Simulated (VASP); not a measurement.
Input of a VASP 6.6.1 run:

File INCAR:

```
SYSTEM = Ta2NbO4
  PREC = Accurate
  ENCUT = 600
  EDIFF = 1E-6
  ISMEAR = 0
  SIGMA = 0.2
  LREAL = .FALSE.
  LASPH = .TRUE.
  NELM = 120
  ALGO = Normal
  ISIF = 2
  LWAVE = .FALSE.
  LCHARG = .FALSE.
  GGA = PE
  NBANDS = 40
  GGA_COMPAT = .FALSE.
```

Contents of KPOINTS:

```
regular mesh
0
G
  6 6 4
  0 0 0
```

The input POSCAR:

```
Ta2NbO4
1.0
    0.0000000000      3.7181866672      2.9403606084
    0.0000000000     -3.7181866672      2.9403606084
    5.1334811803      0.0000000000      0.0000000000
Ta Nb O
2 1 4
Direct
    0.4973478604      0.1364915258      0.5000000000
    0.1364915258      0.4973478604      0.5000000000
    0.5212577488      0.5212577488      0.0000000000
    0.3856875840      0.7876292085      0.7469095768
    0.7876292085      0.3856875840      0.2530904232
    0.7876292085      0.3856875840      0.7469095768
    0.3856875840      0.7876292085      0.2530904232
```

Potentials or basis: VASP PAW PBE potentials, release 64 (Ta_sv_GW, Nb_sv, O).

Command:

```sh
$ cat potpaw_PBE.64/Ta_sv_GW/POTCAR potpaw_PBE.64/Nb_sv/POTCAR potpaw_PBE.64/O/POTCAR > POTCAR
$ mpirun -np 1 vasp_std > vasp.out
```

Problem. Estimate the pressure.

Solution. -0.1 GPa.

Problem. Predict the largest force.

Solution. 0.050 eV/Å.

Stress tensor (GPa, compression positive):
```
-0.09  0.00  0.00
 0.00 -0.30  0.00
 0.00  0.00 -0.04
```

Caveat: an odd number of electrons without spin polarisation forces a metal; a magnetic or distorted state may lie lower.
